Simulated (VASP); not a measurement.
# Ti2SnTe3 (P-6m2) in VASP: single point with PBE

Aim: the single point of Ti2SnTe3 with PBE.

All numbers are computed with VASP 6.6.1; they aren't measurements. Logs are shortened: lines on timing, memory, paths and dates and some standing lists are left out, and cuts for length are marked.

### Step 1. The cell of the first run

It takes space group P-6m2 (No. 187, hexagonal). The conventional cell has a = 5.334 Å, b = 5.334 Å, c = 6.130 Å, α = 90.00°, β = 90.00°, γ = 120.00°. Within 3.6 Å of Ti (site symmetry 3m) lie 2 Ti at 2.61 to 3.52 Å and 3 Sn at 3.34 Å and 9 Te at 3.34 to 3.55 Å. Within 4.0 Å of Sn (site symmetry -6m2) lie 5 Te at 3.06 to 3.08 Å and 6 Ti at 3.34 Å. Te (site symmetry -6m2) has 2 Sn at 3.06 Å and 3 Te at 3.08 Å and 6 Ti at 3.55 Å within 4.0 Å. Within 4.0 Å of Te (site symmetry -6m2) lie 2 Te at 3.06 Å and 3 Sn at 3.08 Å and 6 Ti at 3.34 Å. Within 4.0 Å of Te (site symmetry -6m2) lie 5 Te at 3.06 to 3.08 Å and 6 Ti at 3.55 Å.

### Step 2. Single point, PBE

POSCAR reads:

```
Ti2SnTe3
1.0
    5.3339136433      0.0000000000      0.0000000000
   -2.6669568216      4.6193047167      0.0000000000
    0.0000000000      0.0000000000      6.1295485333
Ti Sn Te
2 1 3
Direct
    0.0000000000      0.0000000000      0.2126360099
    0.0000000000      0.0000000000      0.7873639901
    0.3333333333      0.6666666667      0.0000000000
    0.3333333333      0.6666666667      0.5000000000
    0.6666666667      0.3333333333      0.0000000000
    0.6666666667      0.3333333333      0.5000000000
```

INCAR.step1 reads:

```
PREC     = Accurate       # precision mode
ENCUT    = 520            # plane-wave cutoff, eV
EDIFF    = 1E-6           # SCF threshold, eV
ISMEAR   = 0              # smearing method
SIGMA    = 0.1            # smearing width, eV
LREAL    = F              # projectors in reciprocal space
LASPH    = T              # aspherical terms in the spheres
NELM     = 60             # most SCF steps
ALGO     = Normal         # electronic algorithm
ISIF     = 2              # what is computed and relaxed
LWAVE    = F              # write WAVECAR
LCHARG   = T              # write CHGCAR
LMAXMIX  = 4              # l up to which the mixer works
GGA      = PE             # functional
NBANDS   = 37             # bands
```

KPOINTS.step1 reads:

```
Automatic mesh
0
Gamma
  12 12 6
```

INCAR.step2 reads:

```
PREC     = Accurate       # precision mode
ENCUT    = 520            # plane-wave cutoff, eV
EDIFF    = 1E-6           # SCF threshold, eV
ISMEAR   = -5             # smearing method
SIGMA    = 0.1            # smearing width, eV
LREAL    = F              # projectors in reciprocal space
LASPH    = T              # aspherical terms in the spheres
NELM     = 60             # most SCF steps
ALGO     = Normal         # electronic algorithm
ISIF     = 2              # what is computed and relaxed
LWAVE    = F              # write WAVECAR
LCHARG   = F              # write CHGCAR
LMAXMIX  = 4              # l up to which the mixer works
GGA      = PE             # functional
LORBIT   = 11             # projections on sites
NBANDS   = 37             # bands
NEDOS    = 2001           # points of the DOS
ICHARG   = 11             # starting density
```

KPOINTS.step2 reads:

```
Automatic mesh
0
Gamma
  18 18 9
```

Potentials or basis: VASP PAW PBE potentials, release 64 (Ti_sv, Sn_d, Te).

Command:

```console
> cat potpaw_PBE.64/Ti_sv/POTCAR potpaw_PBE.64/Sn_d/POTCAR potpaw_PBE.64/Te/POTCAR > POTCAR
> cp INCAR.step1 INCAR
> cp KPOINTS.step1 KPOINTS
> mpirun -np 1 vasp_std > vasp.out
> cp INCAR.step2 INCAR
> cp KPOINTS.step2 KPOINTS
> mpirun -np 1 vasp_std > vasp.out
```

OUTCAR:

```text
PREC = Accurate
   ENCUT = 520
   EDIFF = 1E-6
   ISMEAR = -5
   LREAL = F
   LASPH = T
   NELM = 60
   ISIF = 2
   GGA = PE
   LORBIT = 11
   ICHARG = 11

 ion  position               nearest neighbor table
   1  0.000  0.000  0.213-   2 2.61
   2  0.000  0.000  0.787-   1 2.61
   3  0.333  0.667  0.000-   4 3.06   4 3.06   5 3.08   5 3.08   5 3.08
   4  0.333  0.667  0.500-   3 3.06   3 3.06   6 3.08   6 3.08   6 3.08
   5  0.667  0.333  0.000-   6 3.06   6 3.06   3 3.08   3 3.08   3 3.08
   6  0.667  0.333  0.500-   5 3.06   5 3.06   4 3.08   4 3.08   4 3.08

  LATTYP: Found a hexagonal cell.
 ALAT       =     5.3339136433
 C/A-ratio  =     1.1491653115

  Lattice vectors:

 A1 = (   5.3339136433,   0.0000000000,   0.0000000000)
 A2 = (  -2.6669568216,   4.6193047167,   0.0000000000)
 A3 = (   0.0000000000,   0.0000000000,   6.1295485333)

Analysis of symmetry for initial positions (statically):
=====================================================================
 Subroutine PRICEL returns:
 Original cell was already a primitive cell.

 Routine SETGRP: Setting up the symmetry group for a
 hexagonal supercell.

 Subroutine GETGRP returns: Found 12 space group operations
 (whereof 12 operations were pure point group operations)
 out of a pool of 24 trial point group operations.

The static configuration has the point symmetry D_3h.

Analysis of symmetry for dynamics (positions and initial velocities):
=====================================================================
 Subroutine PRICEL returns:
 Original cell was already a primitive cell.

 Routine SETGRP: Setting up the symmetry group for a
 hexagonal supercell.

 Subroutine GETGRP returns: Found 12 space group operations
 (whereof 12 operations were pure point group operations)
 out of a pool of 24 trial point group operations.

The dynamic configuration has the point symmetry D_3h.

 Subroutine INISYM returns: Found 12 space group operations
 (whereof 12 operations are pure point group operations),
 and found     1 'primitive' translations

----------------------------------------------------------------------------------------

                                     Primitive cell

  volume of cell :     151.0258

  direct lattice vectors                    reciprocal lattice vectors
     5.333913643  0.000000000  0.000000000     0.187479601  0.108241398  0.000000000
    -2.666956822  4.619304717  0.000000000     0.000000000  0.216482796  0.000000000
     0.000000000  0.000000000  6.129548533     0.000000000  0.000000000  0.163144152

  length of vectors
     5.333913643  5.333913643  6.129548533     0.216482796  0.216482796  0.163144152

  position of ions in fractional coordinates (direct lattice)
     0.000000000  0.000000000  0.212636010
     0.000000000  0.000000000  0.787363990
     0.333333333  0.666666667  0.000000000
     0.333333333  0.666666667  0.500000000
     0.666666667  0.333333333  0.000000000
     0.666666667  0.333333333  0.500000000

  ion indices of the primitive-cell ions
   primitive index   ion index
                 1           1
                 2           2
                 3           3
                 4           4
                 5           5
                 6           6

----------------------------------------------------------------------------------------

 KPOINTS: Automatic mesh

Automatic generation of k-mesh.
 Grid dimensions read from file:
 generate k-points for:   18   18    9

 Generating k-lattice:

  Cartesian coordinates                     Fractional coordinates (reciprocal lattice)
     0.010415533  0.006013411  0.000000000     0.055555556  0.000000000  0.000000000
     0.000000000  0.012026822  0.000000000     0.000000000  0.055555556  0.000000000
     0.000000000  0.000000000  0.018127128     0.000000000  0.000000000  0.111111111

  Length of vectors
     0.012026822  0.012026822  0.018127128

  Shift w.r.t. Gamma in fractional coordinates (k-lattice)
     0.000000000  0.000000000  0.000000000

 TETIRR: Found   2805 inequivalent tetrahedra from    17496

 Subroutine IBZKPT returns following result:
 ===========================================

 Found    185 irreducible k-points:

 Following reciprocal coordinates:
            Coordinates               Weight
  0.000000  0.000000  0.000000      1.000000
  0.055556 -0.000000  0.000000      6.000000
  0.111111 -0.000000  0.000000      6.000000
  0.166667  0.000000  0.000000      6.000000
  0.222222 -0.000000  0.000000      6.000000
  0.277778  0.000000  0.000000      6.000000
[... 16 lines left out ...]
  0.333333  0.111111  0.000000     12.000000
  0.388889  0.111111  0.000000     12.000000
 [... further k-points ...]
   k-points           NKPTS =    185   k-points in BZ     NKDIM =    185   number of bands    NBANDS=     37
   number of dos      NEDOS =   2001   number of ions     NIONS =      6
   total plane-waves  NPLWV =  76800
   dimension x,y,z NGX =    40 NGY =   40 NGZ =   48
   dimension x,y,z NGXF=    80 NGYF=   80 NGZF=   96
   ions per type =               2   1   3
   NGX,Y,Z   is equivalent  to a cutoff of  12.47, 12.47, 13.02 a.u.
   NGXF,Y,Z  is equivalent  to a cutoff of  24.93, 24.93, 26.04 a.u.
 SYSTEM =  unknown system
   PREC   = accura    normal or accurate (medium, high low for compatibility)
   ISTART =      0    job   : 0-new  1-cont  2-samecut
   ICHARG =     11    charge: 1-file 2-atom 10-const
   ISPIN  =      1    spin polarized calculation?
   LNONCOLLINEAR =      F non collinear calculations
   LSORBIT =      F    spin-orbit coupling
   LASPH  =      T    aspherical Exc in radial PAW
   ENCUT  =  520.0 eV  38.22 Ry    6.18 a.u.   9.92  9.92 11.40*2*pi/ulx,y,z
   NELM   =     60;   NELMIN=  2; NELMDL=  0     # of ELM steps
   EDIFF  = 0.1E-05   stopping-criterion for ELM
   LREAL  =      F    real-space projection
   EDIFFG = 0.1E-04   stopping-criterion for IOM
   NSW    =      0    number of steps for IOM
   IBRION =     -1    ionic relax: 0-MD 1-quasi-New 2-CG
   NFREE  =      0    steps in history (QN), initial steepest desc. (CG)
   ISIF   =      2    stress and relaxation
   ISYM   =      2    0-nonsym 1-usesym 2-fastsym
   POTIM  = 0.5000    time-step for ionic-motion
   TEBEG  =    0.0;   TEEND  =   0.0 temperature during run
   PSTRESS=    0.0 pullay stress
   NELECT =      56.0000    total number of electrons
   NUPDOWN=      -1.0000    fix difference up-down
   EMIN   =  10.00;   EMAX   =-10.00  energy-range for DOS
   EFERMI =   0.00;   METHOD = LEGACY
   ISMEAR =    -5;   SIGMA  =   0.10  broadening in eV -4-tet -1-fermi 0-gaus
   EFERMI_NEDOS =   21; number of points for ismear=-14 and -15
   IALGO  =     38    algorithm
   IMIX   =      4    mixing-type and parameters
     AMIX     =   0.40;   BMIX     =  1.00
     AMIX_MAG =   1.60;   BMIX_MAG =  1.00
  volume/ion in A,a.u.               =      25.17       169.86
  Fermi-wavevector in a.u.,A,eV,Ry     =   1.176126  2.222556 18.820560  1.383272
  Thomas-Fermi vector in A             =   2.312495
   LORBIT       =     11    0 simple, 1 ext, 2 COOP (PROOUT), +10 PAW based schemes
   GGA     = PE    functional components
   LHFCALC =     F    Hartree Fock is set to
   AEXX    =    0.0000 exact exchange contribution
   IVDW    =     0    specifies the selected vdW correction
   LEPSILON=     F    determine dielectric tensor
   LRPA    =     F    only Hartree local field effects (RPA)
 non-spin polarized calculation
 Fermi weights with tetrahedron method with Bloechl corrections
  energy-cutoff  :      520.00
  volume of cell :      151.03
 maximum number of plane-waves:      4100
 NGX is ok and might be reduce to    40

 number of electron      55.9999994 magnetization

 Free energy of the ion-electron system (eV)
  ---------------------------------------------------
  ext. energy  EPLUGINS =         0.00000000
  ---------------------------------------------------
  free energy    TOTEN  =       -26.98988002 eV

  energy without entropy =      -26.98988002  energy(sigma->0) =      -26.98988002

 E-fermi :   8.4779     XC(G=0): -10.3161

 val. band max:        8.5532732337   @ k =   0.3333   0.2222   0.2222
 cond. band min:       8.4396337828   @ k =   0.0556  -0.0000   0.0000
 fundamental gap:     -0.1136394509
 Fermi energy:         8.4778909774

 k-point     1 :       0.0000    0.0000    0.0000
  band No.  band energies     occupation
      1     -49.0718      2.00000
      2     -49.0050      2.00000
      3     -25.4457      2.00000
      4     -25.4457      2.00000
      5     -25.3907      2.00000
      6     -25.3907      2.00000
[... 29 lines left out ...]
     36       9.9540      0.00000
     37      11.0836      0.00000

 k-point     2 :       0.0556   -0.0000    0.0000
  band No.  band energies     occupation
      1     -49.0718      2.00000
      2     -49.0050      2.00000
      3     -25.4457      2.00000
      4     -25.4457      2.00000
      5     -25.3907      2.00000
      6     -25.3907      2.00000
[... 29 lines left out ...]
     36      10.0516      0.00000
     37      11.0516      0.00000
[... 838 lines left out ...]
     36      10.1982      0.00000
     37      11.0310      0.00000

 k-point    24 :       0.3889    0.1111    0.0000
  band No.  band energies     occupation
      1     -49.0718      2.00000
      2     -49.0050      2.00000
      3     -25.4463      2.00000
      4     -25.4459      2.00000
      5     -25.3910      2.00000
      6     -25.3908      2.00000
[... 29 lines left out ...]
     36      10.4107      0.00000
     37      11.0055      0.00000

 [... further k-points ...]

------------------------ aborting loop because EDIFF is reached ----------------------------------------

  FORCE on cell =-STRESS in cart. coord.  units (eV):
  Direction    XX          YY          ZZ          XY          YZ          ZX
  --------------------------------------------------------------------------------------
  -------------------------------------------------------------------------------------
  Total        0.8474323      0.8474323     -0.1879159      0.0000000      0.0000000      0.0000000
  in kB        8.9900997      8.9900997     -1.9935307      0.0000000      0.0000000      0.0000000
  external PRESSURE =       5.3288896 kB  Pullay stress =       0.0000000 kB

 VOLUME and BASIS-vectors are now :
 -----------------------------------------------------------------------------
  energy-cutoff  :      520.00
  volume of cell :      151.03
      direct lattice vectors                 reciprocal lattice vectors
     5.333913643  0.000000000  0.000000000     0.187479601  0.108241398  0.000000000
    -2.666956822  4.619304717  0.000000000     0.000000000  0.216482796  0.000000000
     0.000000000  0.000000000  6.129548533     0.000000000  0.000000000  0.163144152

 POSITION                                       TOTAL-FORCE (eV/Angst)
 -----------------------------------------------------------------------------------
      0.00000      0.00000      1.30336         0.000000      0.000000     -0.064199
      0.00000      0.00000      4.82619         0.000000      0.000000      0.064199
     -0.00000      3.07954      0.00000        -0.000000      0.000000      0.000000
     -0.00000      3.07954      3.06477         0.000000      0.000000      0.000000
      2.66696      1.53977      0.00000         0.000000     -0.000000      0.000000
      2.66696      1.53977      3.06477         0.000000      0.000000      0.000000
 -----------------------------------------------------------------------------------
    total drift:                                0.006343     -0.003662     -0.000000

  FREE ENERGIE OF THE ION-ELECTRON SYSTEM (eV)
  ---------------------------------------------------
  free  energy   TOTEN  =       -26.9898800199 eV

  energy  without entropy=      -26.9898800199  energy(sigma->0) =      -26.98988002

 total charge

# of ion       s       p       d       tot
------------------------------------------
    1        2.151   6.012   1.946  10.109
    2        2.151   6.012   1.946  10.109
    3        1.246   1.009  10.000  12.255
    4        1.442   1.830   0.065   3.338
    5        1.439   1.800   0.079   3.318
    6        1.448   1.814   0.067   3.329
--------------------------------------------------
tot          9.878  18.477  14.103  42.458
```

Run time: 8.1 min. Hardware: 1 thread of Intel Xeon 6975P-C (Granite Rapids), shared host; peak memory 0.95 GiB.

What came out:

- Valence electrons inside the program's atomic spheres: Ti 10.11; Sn 12.26; Te 3.34, 3.32, 3.33

Caveat: spin-orbit coupling is left out, which moves the levels of the heavy elements; tetrahedron occupations give inexact forces and stress in metals.
